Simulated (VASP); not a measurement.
Wanted: the native input for a VASP 6.6.1 run.

```
Task                   : single point
Functional             : LDA
Potentials or basis    : VASP PAW LDA potentials, release 64 (Hf_pv, N)
Cutoff                 : 520 eV
k mesh                 : 16 × 16 × 16
Occupations            : gaussian, width 0.15 eV
Spin                   : no spin polarisation
Dipole correction      : no
Further INCAR settings : ALGO = Normal; EDIFF = 1e-06; NBANDS = 14
```

The structure of HfN lies in POSCAR:

```
HfN
1.0
    0.0000000000      2.3934514500      2.3934514500
    2.3934514500      0.0000000000      2.3934514500
    2.3934514500      2.3934514500      0.0000000000
Hf N
1 1
Direct
    0.0000000000      0.0000000000      0.0000000000
    0.7500000000      0.7500000000      0.7500000000
```

This cell differs from its parent crystal: strain -0.025 along x and y, -0.025 along z.

The input as run:

INCAR

```
SYSTEM = HfN
PREC = Accurate ; ENCUT = 520
EDIFF = 1E-6 ; ISMEAR = 0
SIGMA = 0.15 ; LREAL = .False.
LASPH = .True. ; NELM = 60
ALGO = Normal ; ISIF = 2
LWAVE = .False. ; LCHARG = .False.
NBANDS = 14
```

KPOINTS

```
Automatic mesh
0
Gamma
  16 16 16
  0 0 0
```

Potentials or basis: VASP PAW LDA potentials, release 64 (Hf_pv, N).

Run with:

```sh
$ cat potpaw_LDA.64/Hf_pv/POTCAR potpaw_LDA.64/N/POTCAR > POTCAR
$ mpirun -np 1 vasp_std > vasp.out
```

Results of the run:

* Pressure: 6.0 GPa
* Band gap on the k mesh: zero (an odd number of electrons rules out a gap without spin polarisation)

Caveat: the cell differs from its parent crystal (strain -0.025 along x and y, -0.025 along z); the cell stands under pressure; spin-orbit coupling is left out, which moves the levels of the heavy elements.

It took 100 s on 1 thread of Intel Xeon 8259CL, on a shared host, peak memory 0.19 GiB.
